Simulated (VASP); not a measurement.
Wanted: the native input for a VASP 6.6.1 run.

```
Task                   : single point
Functional             : PBE
Potentials or basis    : VASP PAW PBE potentials, release 64 (C)
Cutoff                 : 520 eV
k mesh                 : 12 × 12 × 12
Occupations            : gaussian, width 0.05 eV
Spin                   : no spin polarisation
Dipole correction      : no
Further INCAR settings : ALGO = Normal; EDIFF = 1e-06; NBANDS = 11
```

The structure of C lies in POSCAR:

```
C
1.0
    0.0000000000      1.7834000000      1.7834000000
    1.7834000000      0.0000000000      1.7834000000
    1.7834000000      1.7834000000      0.0000000000
C
2
Direct
    0.5280363351      0.5280363351      0.4323142996
    0.7500000000      0.7500000000      0.7500000000
```

This cell differs from its parent crystal: atom 1 (C) moved by (-0.100, +0.100) A along [1 1 0] and z.

One way to write it, as run:

INCAR

```
SYSTEM = C
PREC = Accurate ; ENCUT = 520
EDIFF = 1E-6 ; ISMEAR = 0
SIGMA = 0.05 ; LREAL = .False.
LASPH = .True. ; NELM = 60
ALGO = Normal ; ISIF = 2
LWAVE = .False. ; LCHARG = .False.
GGA = PE ; NBANDS = 11
```

KPOINTS

```
Automatic mesh
0
Gamma
  12 12 12
  0 0 0
```

Potentials or basis: VASP PAW PBE potentials, release 64 (C).

Run with:

```sh
$ cat potpaw_PBE.64/C/POTCAR > POTCAR
$ mpirun -np 1 vasp_std > vasp.out
```

It gave:

The pressure is 10.9 GPa and the largest force is 6.528 eV/Å. The band gap on the k mesh is 2.13 eV, indirect (least direct gap 2.54 eV).

Caveat: the cell differs from its parent crystal (atom 1 (C) moved by (-0.100, +0.100) A along [1 1 0] and z); forces of over 1 eV/Å act on the atoms, so gaps and moduli don't describe the material at rest.

Wall time 40 s on 1 thread of Intel Xeon 6975P-C, with other jobs on the host, peak memory 0.15 GiB.
